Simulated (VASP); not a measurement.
# Nb (Fd-3m) in VASP: notebook, part 2 of 2

VASP 6.6.1. The steps go on from the part before.

## 4. Single point, LDA

This run uses another cell than the first one, of 23.82 Å³/atom, 0.980 times its volume.

The input, INCAR:

```
  ALGO = Normal
  EDIFF = 1E-6
  ENCUT = 500
  GGA_COMPAT = False
  ISIF = 2
  ISMEAR = -1
  LASPH = True
  LCHARG = True
  LELF = True
  LREAL = False
  LVHAR = True
  LWAVE = False
  NBANDS = 20
  NELM = 120
  PREC = Accurate
  SIGMA = 0.1
```

The input, KPOINTS:

```
k-points
0
Gamma
  8 8 8
```

The input, POSCAR:

```
Nb
1.0
    0.0000000000      2.8771259300      2.8771259300
    2.8771259300      0.0000000000      2.8771259300
    2.8771259300      2.8771259300      0.0000000000
Nb
2
Direct
    1.0000000000      1.0000000000      1.0000000000
    0.2500000000      0.2500000000      0.2500000000
```

Potentials or basis: VASP PAW LDA potentials, release 64 (Nb_sv).

On the command line:

```
$ cat potpaw_LDA.64/Nb_sv/POTCAR > POTCAR
$ mpirun -np 1 vasp_std > vasp.out
```

OUTCAR:

```text
EDIFF = 1E-6
   ENCUT = 500
   ISIF = 2
   ISMEAR = -1
   LASPH = True
   LREAL = False
   NELM = 120
   PREC = Accurate

 ion  position               nearest neighbor table
   1  0.000  0.000  0.000-   2 2.49   2 2.49   2 2.49   2 2.49
   2  0.250  0.250  0.250-   1 2.49   1 2.49   1 2.49   1 2.49

  LATTYP: Found a face centered cubic cell.
 ALAT       =     5.7542518600

  Lattice vectors:

 A1 = (   0.0000000000,   2.8771259300,   2.8771259300)
 A2 = (   2.8771259300,   0.0000000000,   2.8771259300)
 A3 = (   2.8771259300,   2.8771259300,   0.0000000000)

Analysis of symmetry for initial positions (statically):
=====================================================================
 Subroutine PRICEL returns:
 Original cell was already a primitive cell.

 Routine SETGRP: Setting up the symmetry group for a
 face centered cubic supercell.

 Subroutine GETGRP returns: Found 48 space group operations
 (whereof 24 operations were pure point group operations)
 out of a pool of 48 trial point group operations.

The static configuration has the point symmetry T_d .
 The point group associated with its full space group is O_h .

Analysis of symmetry for dynamics (positions and initial velocities):
=====================================================================
 Subroutine PRICEL returns:
 Original cell was already a primitive cell.

 Routine SETGRP: Setting up the symmetry group for a
 face centered cubic supercell.

 Subroutine GETGRP returns: Found 48 space group operations
 (whereof 24 operations were pure point group operations)
 out of a pool of 48 trial point group operations.

The dynamic configuration has the point symmetry T_d .
 The point group associated with its full space group is O_h .

 Subroutine INISYM returns: Found 48 space group operations
 (whereof 24 operations are pure point group operations),
 and found     1 'primitive' translations

----------------------------------------------------------------------------------------

                                     Primitive cell

[... 102 lines left out ...]
   NUPDOWN=      -1.0000    fix difference up-down
   EMIN   =  10.00;   EMAX   =-10.00  energy-range for DOS
   EFERMI =   0.00;   METHOD = LEGACY
   ISMEAR =    -1;   SIGMA  =   0.10  broadening in eV -4-tet -1-fermi 0-gaus
   EFERMI_NEDOS =   21; number of points for ismear=-14 and -15
   IALGO  =     38    algorithm
   IMIX   =      4    mixing-type and parameters
     AMIX     =   0.40;   BMIX     =  1.00
     AMIX_MAG =   1.60;   BMIX_MAG =  1.00
  volume/ion in A,a.u.               =      23.82       160.72
  Fermi-wavevector in a.u.,A,eV,Ry     =   1.337921  2.528304 24.354865  1.790032
  Thomas-Fermi vector in A             =   2.466432
   LORBIT       =      0    0 simple, 1 ext, 2 COOP (PROOUT), +10 PAW based schemes
   GGA     = CA    functional components
   LHFCALC =     F    Hartree Fock is set to
   AEXX    =    0.0000 exact exchange contribution
   IVDW    =     0    specifies the selected vdW correction
   LEPSILON=     F    determine dielectric tensor
   LRPA    =     F    only Hartree local field effects (RPA)
 non-spin polarized calculation
  energy-cutoff  :      500.00
  volume of cell :       47.63
 maximum number of plane-waves:      1243
 NGX is ok and might be reduce to    30
   NGX = 15   NGY = 15   NGZ = 15

 number of electron      26.0000003 magnetization

 Free energy of the ion-electron system (eV)
  ---------------------------------------------------
  ext. energy  EPLUGINS =         0.00000000
  ---------------------------------------------------
  free energy    TOTEN  =       -17.33031823 eV

  energy without entropy =      -17.23319018  energy(sigma->0) =      -17.28175420

 E-fermi :   7.3260     XC(G=0): -10.9191

 val. band max:        7.2935047270   @ k =   0.5000   0.3750   0.0000
 cond. band min:       7.3721316879   @ k =   0.3750   0.3750   0.0000
 fundamental gap:      0.0786269609
 Fermi energy:         7.3260308578

 k-point     1 :       0.0000    0.0000    0.0000
  band No.  band energies     occupation
      1     -46.9333      2.00000
      2     -46.0301      2.00000
      3     -23.5309      2.00000
      4     -23.5309      2.00000
      5     -23.5309      2.00000
      6     -22.1665      2.00000
[... 541 lines left out ...]
     19      12.4893      0.00000
     20      12.7769      0.00000

 [... further k-points ...]
[... 5 lines left out ...]
  --------------------------------------------------------------------------------------
  -------------------------------------------------------------------------------------
  Total        0.0222983      0.0222983      0.0222983     -0.0000000      0.0000000     -0.0000000
  in kB        0.7500257      0.7500257      0.7500257     -0.0000000      0.0000000     -0.0000000
  external PRESSURE =       0.7500257 kB  Pullay stress =       0.0000000 kB

 VOLUME and BASIS-vectors are now :
 -----------------------------------------------------------------------------
  energy-cutoff  :      500.00
  volume of cell :       47.63
      direct lattice vectors                 reciprocal lattice vectors
     0.000000000  2.877125930  2.877125930    -0.173784538  0.173784538  0.173784538
     2.877125930  0.000000000  2.877125930     0.173784538 -0.173784538  0.173784538
     2.877125930  2.877125930  0.000000000     0.173784538  0.173784538 -0.173784538

 POSITION                                       TOTAL-FORCE (eV/Angst)
 -----------------------------------------------------------------------------------
      0.00000      0.00000      0.00000        -0.000000     -0.000000     -0.000000
      1.43856      1.43856      1.43856         0.000000      0.000000      0.000000
 -----------------------------------------------------------------------------------
    total drift:                                0.000000     -0.000000      0.000000

  FREE ENERGIE OF THE ION-ELECTRON SYSTEM (eV)
  ---------------------------------------------------
  free  energy   TOTEN  =       -17.3303182325 eV

  energy  without entropy=      -17.2331901753  energy(sigma->0) =      -17.28175420
```

stdout:

```text
POSCAR found type information on POSCAR Nb
 POSCAR found :  1 types and       2 ions
 scaLAPACK will be used
 LDA part: xc-table for (Slater(with rela. corr.)+CA(PZ))
 , standard interpolation
 POSCAR, INCAR and KPOINTS ok, starting setup
 FFT: planning ... GRIDC
 FFT: planning ... GRID_SOFT
 FFT: planning ... GRID
 WAVECAR not read
 entering main loop
```

It took 50 s on 1 thread of Intel Xeon 8259CL, shared host; peak memory 0.16 GiB.

What came out:

| Property | Result |
| --- | --- |
| Free energy | -17.3303 eV |
| Pressure | 0.1 GPa |
| Band gap on the k mesh | zero (band 13 reaches 8.11 eV, above the bottom of band 14 at 6.46 eV) |

## 5. Summary

| cell | k mesh | gap on the mesh (eV) | pressure (GPa) |
| --- | --- | --- | --- |
| a = 4.096 Å, angles 60.0°, 2 atoms | 7 × 7 × 7 | none | -1.5 |
| a = 4.042 Å, angles 60.0°, 2 atoms | 8 × 8 × 8 | none | 1.7 |
| a = 4.069 Å, angles 60.0°, 2 atoms | 8 × 8 × 8 | none | 0.1 |

Alike in all rows: task single point; level LDA; potentials or basis VASP PAW LDA potentials, release 64 (Nb_sv); no spin polarisation; cutoff (eV) 500; smearing fermi-dirac 0.1 eV.

Absolute energies hang on the potentials; compare differences alone.
